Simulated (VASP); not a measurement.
# CdSe (P3m1) in VASP: further runs

The runs below take CdSe through single point, with PBE.

All numbers are computed with VASP 6.6.1; they aren't measurements. Logs are shortened: lines on timing, memory, paths and dates and some standing lists are left out, and cuts for length are marked.

## Step 1: The cell of the first run

The structure is trigonal, space group P3m1 (No. 156). Conventional cell: a = 4.298 Å, b = 4.298 Å, c = 7.015 Å, α = 90.00°, β = 90.00°, γ = 120.00°. Cd (site symmetry 3m) has 4 Se at 2.55 to 2.93 Å within 3.4 Å. Within 3.5 Å of Cd (site symmetry 3m) lie 4 Se at 2.63 Å. Se (site symmetry 3m) has 4 Cd at 2.63 to 2.93 Å within 3.5 Å. Within 3.4 Å of Se (site symmetry 3m) lie 4 Cd at 2.55 to 2.63 Å.

## Step 2: Single point, PBE (atom 1 (Cd) moved by (+0.000, -0.300) A along y and z)

The input, INCAR:

```
SYSTEM = CdSe
PREC = Accurate
ENCUT = 520
EDIFF = 1E-6
ISMEAR = 0
SIGMA = 0.05
LREAL = .FALSE.
LASPH = .TRUE.
NELM = 100
ALGO = Normal
ISIF = 2
LWAVE = .FALSE.
LCHARG = .FALSE.
GGA = PE
NBANDS = 26
```

The input, KPOINTS:

```
regular mesh
0
G
  6 6 4
  0 0 0
```

The input, POSCAR:

```
CdSe
1.0
    4.2984999142      0.0000000000      0.0000000000
   -2.1492499571      3.7226101239      0.0000000000
    0.0000000000      0.0000000000      7.0152000000
Cd Se
2 2
Direct
    0.6666666667      0.3333333333     -0.0427642833
    0.3333333333      0.6666666667      0.5000000000
    0.6666666667      0.3333333333      0.3750000000
    0.3333333333      0.6666666667      0.8750000000
```

Potentials or basis: VASP PAW PBE potentials, release 64 (Cd, Se).

On the command line:

```
$ cat potpaw_PBE.64/Cd/POTCAR potpaw_PBE.64/Se/POTCAR > POTCAR
$ mpirun -np 1 vasp_std > vasp.out
```

OUTCAR:

```text
SYSTEM = CdSe
   PREC = Accurate
   ENCUT = 520
   EDIFF = 1E-6
   ISMEAR = 0
   LREAL = .FALSE.
   LASPH = .TRUE.
   NELM = 100
   ISIF = 2
   GGA = PE

 ion  position               nearest neighbor table
   1  0.667  0.333  0.957-   4 2.55   4 2.55   4 2.55   3 2.93
   2  0.333  0.667  0.500-   4 2.63   3 2.63   3 2.63   3 2.63
   3  0.667  0.333  0.375-   2 2.63   2 2.63   2 2.63   1 2.93
   4  0.333  0.667  0.875-   1 2.55   1 2.55   1 2.55   2 2.63

  LATTYP: Found a hexagonal cell.
 ALAT       =     4.2984999142
 C/A-ratio  =     1.6320111993

  Lattice vectors:

 A1 = (   4.2984999142,   0.0000000000,   0.0000000000)
 A2 = (  -2.1492499571,   3.7226101239,   0.0000000000)
 A3 = (   0.0000000000,   0.0000000000,   7.0152000000)

Analysis of symmetry for initial positions (statically):
=====================================================================
 Subroutine PRICEL returns:
 Original cell was already a primitive cell.

 Routine SETGRP: Setting up the symmetry group for a
 hexagonal supercell.

 Subroutine GETGRP returns: Found  6 space group operations
 (whereof  6 operations were pure point group operations)
 out of a pool of 24 trial point group operations.

The static configuration has the point symmetry C_3v.

Analysis of symmetry for dynamics (positions and initial velocities):
=====================================================================
 Subroutine PRICEL returns:
 Original cell was already a primitive cell.

 Routine SETGRP: Setting up the symmetry group for a
 hexagonal supercell.

 Subroutine GETGRP returns: Found  6 space group operations
 (whereof  6 operations were pure point group operations)
 out of a pool of 24 trial point group operations.

The dynamic configuration has the point symmetry C_3v.

 Subroutine INISYM returns: Found  6 space group operations
 (whereof  6 operations are pure point group operations),
 and found     1 'primitive' translations

----------------------------------------------------------------------------------------

                                     Primitive cell

  volume of cell :     112.2547

  direct lattice vectors                    reciprocal lattice vectors
     4.298499914  0.000000000  0.000000000     0.232639297  0.134314361  0.000000000
    -2.149249957  3.722610124  0.000000000     0.000000000  0.268628722  0.000000000
     0.000000000  0.000000000  7.015200000     0.000000000  0.000000000  0.142547611

  length of vectors
[... 84 lines left out ...]
   NELM   =    100;   NELMIN=  2; NELMDL= -5     # of ELM steps
   EDIFF  = 0.1E-05   stopping-criterion for ELM
   LREAL  =      F    real-space projection
   EDIFFG = 0.1E-04   stopping-criterion for IOM
   NSW    =      0    number of steps for IOM
   IBRION =     -1    ionic relax: 0-MD 1-quasi-New 2-CG
   NFREE  =      0    steps in history (QN), initial steepest desc. (CG)
   ISIF   =      2    stress and relaxation
   ISYM   =      2    0-nonsym 1-usesym 2-fastsym
   POTIM  = 0.5000    time-step for ionic-motion
   TEBEG  =    0.0;   TEEND  =   0.0 temperature during run
   PSTRESS=    0.0 pullay stress
   NELECT =      36.0000    total number of electrons
   NUPDOWN=      -1.0000    fix difference up-down
   EMIN   =  10.00;   EMAX   =-10.00  energy-range for DOS
   EFERMI =   0.00;   METHOD = LEGACY
   ISMEAR =     0;   SIGMA  =   0.05  broadening in eV -4-tet -1-fermi 0-gaus
   EFERMI_NEDOS =   21; number of points for ismear=-14 and -15
   IALGO  =     38    algorithm
   IMIX   =      4    mixing-type and parameters
     AMIX     =   0.40;   BMIX     =  1.00
     AMIX_MAG =   1.60;   BMIX_MAG =  1.00
  volume/ion in A,a.u.               =      28.06       189.38
  Fermi-wavevector in a.u.,A,eV,Ry     =   1.120575  2.117579 17.084668  1.255688
  Thomas-Fermi vector in A             =   2.257222
   LORBIT       =      0    0 simple, 1 ext, 2 COOP (PROOUT), +10 PAW based schemes
   GGA     = PE    functional components
   LHFCALC =     F    Hartree Fock is set to
   AEXX    =    0.0000 exact exchange contribution
   IVDW    =     0    specifies the selected vdW correction
   LEPSILON=     F    determine dielectric tensor
   LRPA    =     F    only Hartree local field effects (RPA)
 non-spin polarized calculation
 Gauss-broadening in eV      SIGMA  =   0.05
  energy-cutoff  :      520.00
  volume of cell :      112.25
 maximum number of plane-waves:      3042
   NGX = 15   NGY = 15   NGZ = 27

 number of electron      35.9999995 magnetization

 Free energy of the ion-electron system (eV)
  ---------------------------------------------------
  ext. energy  EPLUGINS =         0.00000000
  ---------------------------------------------------
  free energy    TOTEN  =       -10.71975781 eV

  energy without entropy =      -10.71975781  energy(sigma->0) =      -10.71975781

 E-fermi :   1.3027     XC(G=0):  -8.8843

 val. band max:        1.0645357335   @ k =   0.0000   0.0000   0.0000
 cond. band min:       1.6010666980   @ k =   0.0000   0.0000   0.0000
 fundamental gap:      0.5365309645
 Fermi energy:         1.3026848527

 k-point     1 :       0.0000    0.0000    0.0000
  band No.  band energies     occupation
      1     -12.0319      2.00000
      2     -10.9869      2.00000
      3      -7.3872      2.00000
      4      -7.3872      2.00000
      5      -6.9844      2.00000
      6      -6.8942      2.00000
[... 685 lines left out ...]
     25       9.3259      0.00000
     26       9.6956      0.00000

------------------------ aborting loop because EDIFF is reached ----------------------------------------

  FORCE on cell =-STRESS in cart. coord.  units (eV):
  Direction    XX          YY          ZZ          XY          YZ          ZX
  --------------------------------------------------------------------------------------
  -------------------------------------------------------------------------------------
  Total        3.6528566      3.6528566      1.1519042     -0.0000000      0.0000000      0.0000000
  in kB       52.1361155     52.1361155     16.4407803     -0.0000000      0.0000000      0.0000000
  external PRESSURE =      40.2376704 kB  Pullay stress =       0.0000000 kB

 VOLUME and BASIS-vectors are now :
 -----------------------------------------------------------------------------
  energy-cutoff  :      520.00
  volume of cell :      112.25
      direct lattice vectors                 reciprocal lattice vectors
     4.298499914  0.000000000  0.000000000     0.232639297  0.134314361  0.000000000
    -2.149249957  3.722610124  0.000000000     0.000000000  0.268628722  0.000000000
     0.000000000  0.000000000  7.015200000     0.000000000  0.000000000  0.142547611

 POSITION                                       TOTAL-FORCE (eV/Angst)
 -----------------------------------------------------------------------------------
      2.14925      1.24087      6.71520         0.000000      0.000000      1.092766
     -0.00000      2.48174      3.50760        -0.000000     -0.000000     -0.403413
      2.14925      1.24087      2.63070        -0.000000      0.000000     -0.550324
     -0.00000      2.48174      6.13830        -0.000000      0.000000     -0.139028
 -----------------------------------------------------------------------------------
    total drift:                               -0.000000     -0.000000     -0.000056

  FREE ENERGIE OF THE ION-ELECTRON SYSTEM (eV)
  ---------------------------------------------------
  free  energy   TOTEN  =       -10.7197578128 eV

  energy  without entropy=      -10.7197578128  energy(sigma->0) =      -10.71975781
```

stdout:

```text
POSCAR found type information on POSCAR CdSe
 POSCAR found :  2 types and       4 ions
 scaLAPACK will be used
 LDA part: xc-table for (Slater+PW92), standard interpolation
 POSCAR, INCAR and KPOINTS ok, starting setup
 FFT: planning ... GRIDC
 FFT: planning ... GRID_SOFT
 FFT: planning ... GRID
 WAVECAR not read
 entering main loop
```

Wall time 48 s (1 thread of Intel Xeon Platinum 8259CL at 2.50GHz (Skylake/Cascade Lake), shared host); peak memory 0.25 GiB.

What came out:

| Property | Result |
| --- | --- |
| Free energy | -10.7198 eV |
| Pressure | 4.0 GPa |
| Largest force | 1.093 eV/Å |
| Band gap on the k mesh | 0.54 eV, direct |

Forces on the atoms (eV/Å):
```
Cd   0.000  0.000  1.093
Cd   0.000  0.000 -0.403
Se   0.000  0.000 -0.550
Se   0.000  0.000 -0.139
```

Caveat: the cell differs from its parent crystal (atom 1 (Cd) moved by (+0.000, -0.300) A along y and z); forces of over 1 eV/Å act on the atoms, so gaps and moduli don't describe the material at rest.

[end of part 1 of 2]
